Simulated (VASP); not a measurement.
# Ga3As2P (P3m1) in VASP: notebook

Runs on Ga3As2P. Level: PBE. Tasks: relaxation of cell and atoms, single point.

Everything below comes from runs of VASP 6.6.1. Logs are shortened: lines on timing, memory, paths and dates and some standing lists are left out, and cuts for length are marked.

**1. The cell of the first run**

The structure is trigonal, space group P3m1 (No. 156). Conventional cell: a = 3.875 Å, b = 3.875 Å, c = 9.492 Å, α = 90.00°, β = 90.00°, γ = 120.00°. Ga (site symmetry 3m) has 3 P at 2.37 Å and 1 As at 2.37 Å within 3.1 Å. Ga (site symmetry 3m) has 3 As at 2.37 Å and 1 P at 2.37 Å within 3.1 Å. Within 3.1 Å of Ga (site symmetry 3m) lie 4 As at 2.37 Å. Within 3.1 Å of P (site symmetry 3m) lie 4 Ga at 2.37 Å. Within 3.1 Å of As (site symmetry 3m) lie 4 Ga at 2.37 Å. As (site symmetry 3m) has 4 Ga at 2.37 Å within 3.1 Å.

**2. Relaxation of cell and atoms, PBE**

The input, INCAR:

```
SYSTEM = Ga3As2P
  PREC = Accurate
  ENCUT = 600
  EDIFF = 1E-6
  ISMEAR = 0
  SIGMA = 0.1
  LREAL = .False.
  LASPH = .True.
  NELM = 60
  ALGO = Normal
  ISIF = 3
  LWAVE = .False.
  LCHARG = .False.
  GGA = PE
  IBRION = 2
  NSW = 90
  EDIFFG = -0.04
```

The input, KPOINTS:

```
Automatic mesh
0
Gamma
  6 6 2
  0 0 0
```

The input, POSCAR:

```
Ga3As2P
1.0
    3.8749079800      0.0000000000      0.0000000000
   -1.9374539900      3.3557687400      0.0000000000
    0.0000000000      0.0000000000      9.4915473400
Ga P As
3 1 2
Direct
    0.0000000000      0.0000000000      0.0000000000
    0.3333333300      0.6666666700      0.6666666700
    0.6666666700      0.3333333300      0.3333333300
    0.3333333300      0.6666666700      0.9166666700
    0.6666666700      0.3333333300      0.5833333300
    0.0000000000      0.0000000000      0.2500000000
```

Potentials or basis: VASP PAW PBE potentials, release 64 (Ga_d, P, As).

On the command line:

```sh
> cat potpaw_PBE.64/Ga_d/POTCAR potpaw_PBE.64/P/POTCAR potpaw_PBE.64/As/POTCAR > POTCAR
> mpirun -np 1 vasp_std > vasp.out
```

OUTCAR:

```text
SYSTEM = Ga3As2P
   PREC = Accurate
   ENCUT = 600
   EDIFF = 1E-6
   ISMEAR = 0
   LREAL = .False.
   LASPH = .True.
   NELM = 60
   ISIF = 3
   GGA = PE
   IBRION = 2
   NSW = 90
   EDIFFG = -0.04

 ion  position               nearest neighbor table
   1  0.000  0.000  0.000-   4 2.37   4 2.37   6 2.37   4 2.37
   2  0.333  0.667  0.667-   5 2.37   4 2.37   5 2.37   5 2.37
   3  0.667  0.333  0.333-   6 2.37   6 2.37   5 2.37   6 2.37
   4  0.333  0.667  0.917-   1 2.37   1 2.37   2 2.37   1 2.37
   5  0.667  0.333  0.583-   2 2.37   3 2.37   2 2.37   2 2.37
   6  0.000  0.000  0.250-   3 2.37   3 2.37   1 2.37   3 2.37

  LATTYP: Found a hexagonal cell.
 ALAT       =     3.8749079800
 C/A-ratio  =     2.4494897399

  Lattice vectors:

 A1 = (   3.8749079800,   0.0000000000,   0.0000000000)
 A2 = (  -1.9374539900,   3.3557687400,   0.0000000000)
 A3 = (   0.0000000000,   0.0000000000,   9.4915473400)

Analysis of symmetry for initial positions (statically):
=====================================================================
 Subroutine PRICEL returns:
 Original cell was already a primitive cell.

 Routine SETGRP: Setting up the symmetry group for a
 hexagonal supercell.

 Subroutine GETGRP returns: Found  6 space group operations
 (whereof  6 operations were pure point group operations)
 out of a pool of 24 trial point group operations.

The static configuration has the point symmetry C_3v.

Analysis of symmetry for dynamics (positions and initial velocities):
=====================================================================
 Subroutine PRICEL returns:
 Original cell was already a primitive cell.

 Routine SETGRP: Setting up the symmetry group for a
 hexagonal supercell.

 Subroutine GETGRP returns: Found  6 space group operations
 (whereof  6 operations were pure point group operations)
 out of a pool of 24 trial point group operations.

The dynamic configuration has the point symmetry C_3v.

 Subroutine INISYM returns: Found  6 space group operations
 (whereof  6 operations are pure point group operations),
 and found     1 'primitive' translations

----------------------------------------------------------------------------------------

                                     Primitive cell

  volume of cell :     123.4214

  direct lattice vectors                    reciprocal lattice vectors
     3.874907980  0.000000000  0.000000000     0.258070645  0.148997156  0.000000000
    -1.937453990  3.355768740  0.000000000     0.000000000  0.297994313  0.000000000
     0.000000000  0.000000000  9.491547340     0.000000000  0.000000000  0.105356900

  length of vectors
     3.874907980  3.874907973  9.491547340     0.297994312  0.297994313  0.105356900

  position of ions in fractional coordinates (direct lattice)
     0.000000000  0.000000000  0.000000000
     0.333333330  0.666666670  0.666666670
     0.666666670  0.333333330  0.333333330
[... 64 lines left out ...]
   PREC   = accura    normal or accurate (medium, high low for compatibility)
   ISTART =      0    job   : 0-new  1-cont  2-samecut
   ICHARG =      2    charge: 1-file 2-atom 10-const
   ISPIN  =      1    spin polarized calculation?
   LNONCOLLINEAR =      F non collinear calculations
   LSORBIT =      F    spin-orbit coupling
   LASPH  =      T    aspherical Exc in radial PAW
   ENCUT  =  600.0 eV  44.10 Ry    6.64 a.u.   7.74  7.74 18.96*2*pi/ulx,y,z
   NELM   =     60;   NELMIN=  2; NELMDL= -5     # of ELM steps
   EDIFF  = 0.1E-05   stopping-criterion for ELM
   LREAL  =      F    real-space projection
   EDIFFG = -.4E-01   stopping-criterion for IOM
   NSW    =     90    number of steps for IOM
   IBRION =      2    ionic relax: 0-MD 1-quasi-New 2-CG
   NFREE  =      1    steps in history (QN), initial steepest desc. (CG)
   ISIF   =      3    stress and relaxation
   ISYM   =      2    0-nonsym 1-usesym 2-fastsym
   POTIM  = 0.5000    time-step for ionic-motion
   TEBEG  =    0.0;   TEEND  =   0.0 temperature during run
   PSTRESS=    0.0 pullay stress
   NELECT =      54.0000    total number of electrons
   NUPDOWN=      -1.0000    fix difference up-down
   EMIN   =  10.00;   EMAX   =-10.00  energy-range for DOS
   EFERMI =   0.00;   METHOD = LEGACY
   ISMEAR =     0;   SIGMA  =   0.10  broadening in eV -4-tet -1-fermi 0-gaus
   EFERMI_NEDOS =   21; number of points for ismear=-14 and -15
   IALGO  =     38    algorithm
   IMIX   =      4    mixing-type and parameters
     AMIX     =   0.40;   BMIX     =  1.00
     AMIX_MAG =   1.60;   BMIX_MAG =  1.00
  volume/ion in A,a.u.               =      20.57       138.81
  Fermi-wavevector in a.u.,A,eV,Ry     =   1.242823  2.348595 21.015680  1.544609
  Thomas-Fermi vector in A             =   2.377161
   LORBIT       =      0    0 simple, 1 ext, 2 COOP (PROOUT), +10 PAW based schemes
   GGA     = PE    functional components
   LHFCALC =     F    Hartree Fock is set to
   AEXX    =    0.0000 exact exchange contribution
   IVDW    =     0    specifies the selected vdW correction
   LEPSILON=     F    determine dielectric tensor
   LRPA    =     F    only Hartree local field effects (RPA)
 conjugate gradient relaxation of ions
 non-spin polarized calculation
 Gauss-broadening in eV      SIGMA  =   0.10
  energy-cutoff  :      600.00
  volume of cell :      123.42
 maximum number of plane-waves:      4146
 NGX is ok and might be reduce to    32
   NGX = 15   NGY = 15   NGZ = 37

--------------------------------------- Ionic step        1  -------------------------------------------

 number of electron      54.0000007 magnetization

 Free energy of the ion-electron system (eV)
  ---------------------------------------------------
  ext. energy  EPLUGINS =         0.00000000
  ---------------------------------------------------
  free energy    TOTEN  =       -25.22016320 eV

  energy without entropy =      -25.22016320  energy(sigma->0) =      -25.22016320

 E-fermi :   5.2087     XC(G=0):  -9.9294

 val. band max:        4.7527364260   @ k =   0.0000   0.0000   0.0000
 cond. band min:       6.1254165032   @ k =   0.0000   0.0000   0.5000
 fundamental gap:      1.3726800772
 Fermi energy:         5.2086899500

 k-point     1 :       0.0000    0.0000    0.0000
  band No.  band energies     occupation
      1     -10.2536      2.00000
      2     -10.1624      2.00000
      3     -10.1624      2.00000
      4     -10.1585      2.00000
      5     -10.1075      2.00000
      6     -10.1075      2.00000
[... 718 lines left out ...]
--------------------------------------- Ionic step        7  -------------------------------------------

 number of electron      54.0000002 magnetization

 Free energy of the ion-electron system (eV)
  ---------------------------------------------------
  ext. energy  EPLUGINS =         0.00000000
  ---------------------------------------------------
  free energy    TOTEN  =       -25.58305662 eV

  energy without entropy =      -25.58305241  energy(sigma->0) =      -25.58305452

 E-fermi :   4.0707     XC(G=0):  -9.4657

 val. band max:        3.8139337784   @ k =   0.0000   0.0000   0.0000
 cond. band min:       4.3144888824   @ k =   0.0000   0.0000   0.0000
 fundamental gap:      0.5005551040
 Fermi energy:         4.0707019675

 k-point     1 :       0.0000    0.0000    0.0000
  band No.  band energies     occupation
      1     -11.0629      2.00000
      2     -11.0119      2.00000
      3     -11.0119      2.00000
      4     -10.9526      2.00000
      5     -10.9526      2.00000
      6     -10.9275      2.00000
[... 512 lines left out ...]
  FREE ENERGIE OF THE ION-ELECTRON SYSTEM (eV)
  ---------------------------------------------------
  free  energy   TOTEN  =       -25.5830566218 eV

  energy  without entropy=      -25.5830524124  energy(sigma->0) =      -25.58305452

 reached required accuracy - stopping structural energy minimisation
```

OSZICAR:

```text
N       E                     dE             d eps       ncg     rms          rms(c)
DAV:   1     0.441633889389E+03    0.44163E+03   -0.28224E+04   936   0.270E+03
DAV:   2     0.337658422943E+02   -0.40787E+03   -0.39838E+03   968   0.609E+02
DAV:   3    -0.233786856900E+02   -0.57145E+02   -0.55638E+02  1040   0.163E+02
DAV:   4    -0.258123360853E+02   -0.24337E+01   -0.24288E+01  1176   0.364E+01
[... 64 lines left out ...]
DAV:   3    -0.255831286188E+02    0.10417E-02   -0.21890E-03  1360   0.525E-01    0.549E-02
DAV:   4    -0.255830668900E+02    0.61729E-04   -0.56730E-04  1064   0.230E-01    0.206E-02
DAV:   5    -0.255830593408E+02    0.75492E-05   -0.45397E-05  1176   0.124E-01    0.133E-02
DAV:   6    -0.255830567452E+02    0.25956E-05   -0.13692E-05  1080   0.626E-02    0.428E-03
DAV:   7    -0.255830566218E+02    0.12336E-06   -0.32844E-06   856   0.324E-02
   7 F= -.25583057E+02 E0= -.25583055E+02  d E =-.149852E-02
```

It took 4.5 min on 1 thread of Intel Xeon Platinum 8488C (Sapphire Rapids), shared host; peak memory 0.31 GiB.

Results:

| Property | Result |
| --- | --- |
| Free energy | -25.5831 eV |
| Relaxed volume | 22.79 Å³/atom |
| Relaxed cell | a = 4.011 Å, b = 4.011 Å, c = 9.814 Å, α = 90.00°, β = 90.00°, γ = 120.00° |
| Space group after relaxing (to 0.05 Å) | P3m1 (No. 156) |
| Energy gained by relaxing | 60.5 meV/atom |
| Ionic steps | 7 |
| Pressure after relaxing | -0.1 GPa |
| Largest force after relaxing | 0.037 eV/Å |
| Band gap on the k mesh | 0.50 eV, direct |

Forces in eV/Å, atoms in the order of the input:
```
Ga   0.000  0.000  0.026
Ga   0.000  0.000  0.002
Ga   0.000  0.000  0.015
P    0.000  0.000 -0.007
As   0.000  0.000  0.001
As   0.000  0.000 -0.037
```

The path:
```
step  energy change (eV)  largest force (eV/Å)  pressure (GPa)  volume (Å³)
   1              0.0000                0.7621            8.50       123.42
   2             -0.2779                0.1799           -2.99       143.97
   3             -0.3455                0.3267           -0.16       136.99
   4             -0.3551                0.1882           -0.04       136.75
   5             -0.3612                0.1372            0.08       136.43
   6             -0.3614                0.1356            0.13       136.35
   7             -0.3629                0.0373           -0.12       136.75
```

Final structure:
```
Ga P As
1.0
     4.01108    0.00000    0.00000
    -2.00554    3.47369    0.00000
     0.00000    0.00000    9.81430
Ga P As
3 1 2
Direct
  0.00000 0.00000 0.99313
  0.33333 0.66667 0.67338
  0.66667 0.33333 0.33334
  0.33333 0.66667 0.91675
  0.66667 0.33333 0.58637
  0.00000 0.00000 0.24703
```

**3. Single point, PBE**

This run uses another cell than the first one, of 22.72 Å³/atom, 1.105 times its volume.

The input, INCAR:

```
PREC     = Accurate       # precision mode
ENCUT    = 520            # plane-wave cutoff, eV
EDIFF    = 1E-6           # SCF threshold, eV
ISMEAR   = 0              # smearing method
SIGMA    = 0.02           # smearing width, eV
LREAL    = F              # projectors in reciprocal space
LASPH    = T              # aspherical terms in the spheres
NELM     = 100            # most SCF steps
ALGO     = Normal         # electronic algorithm
ISIF     = 2              # what is computed and relaxed
LWAVE    = F              # write WAVECAR
LCHARG   = F              # write CHGCAR
GGA      = PE             # functional
NBANDS   = 36             # bands
```

The input, KPOINTS:

```
Automatic mesh
0
Gamma
  12 12 4
```

The input, POSCAR:

```
Ga3As2P
1.0
    4.0049452110      0.0000000000      0.0000000000
   -2.0024726055      3.4683842935      0.0000000000
    0.0000000000      0.0000000000      9.8151660333
Ga P As
3 1 2
Direct
    0.0000000000      0.0000000000      0.9934223508
    0.3333333333      0.6666666667      0.6733739733
    0.6666666667      0.3333333333      0.3335098547
    0.3333333333      0.6666666667      0.9166653842
    0.6666666667      0.3333333333      0.5862707779
    0.0000000000      0.0000000000      0.2467576592
```

Potentials or basis: VASP PAW PBE potentials, release 64 (Ga_d, P, As).

On the command line:

```sh
> cat potpaw_PBE.64/Ga_d/POTCAR potpaw_PBE.64/P/POTCAR potpaw_PBE.64/As/POTCAR > POTCAR
> mpirun -np 1 vasp_std > vasp.out
```

It took 4.7 min on 1 thread of Intel Xeon Platinum 8488C (Sapphire Rapids), shared host; peak memory 0.45 GiB.

It converged, with:

```
Free energy            : -25.6213 eV
Pressure               : 0.1 GPa
Largest force          : 0.013 eV/Å
Band gap on the k mesh : 0.52 eV, direct
```

Forces on the atoms (eV/Å):
```
Ga   0.000  0.000 -0.013
Ga   0.000  0.000  0.010
Ga   0.000  0.000 -0.002
P    0.000  0.000  0.001
As   0.000  0.000  0.003
As   0.000  0.000  0.001
```

Levels at points of the mesh, in eV from the valence-band top:
| k point | band 23 | band 24 | band 25 | band 26 | band 27 | band 28 | band 29 | band 30 | band 31 | band 32 |
| --- | --- | --- | --- | --- | --- | --- | --- | --- | --- | --- |
| (0.00, 0.00, 0.00) | -0.74 | -0.74 | -0.10 | 0.00 | 0.00 | 0.52 | 1.09 | 1.40 | 3.65 | 3.65 |
| (0.50, 0.00, 0.00) | -2.67 | -2.54 | -2.52 | -1.71 | -1.48 | 1.51 | 1.62 | 2.24 | 2.40 | 4.35 |
| (0.00, 0.00, 0.50) | -1.28 | -0.49 | -0.49 | -0.23 | -0.23 | 0.95 | 1.56 | 1.76 | 4.00 | 4.00 |
| (0.50, 0.00, 0.50) | -3.16 | -2.52 | -2.17 | -1.16 | -1.11 | 1.01 | 1.72 | 2.04 | 3.27 | 3.30 |

A k mesh can miss the band edges.
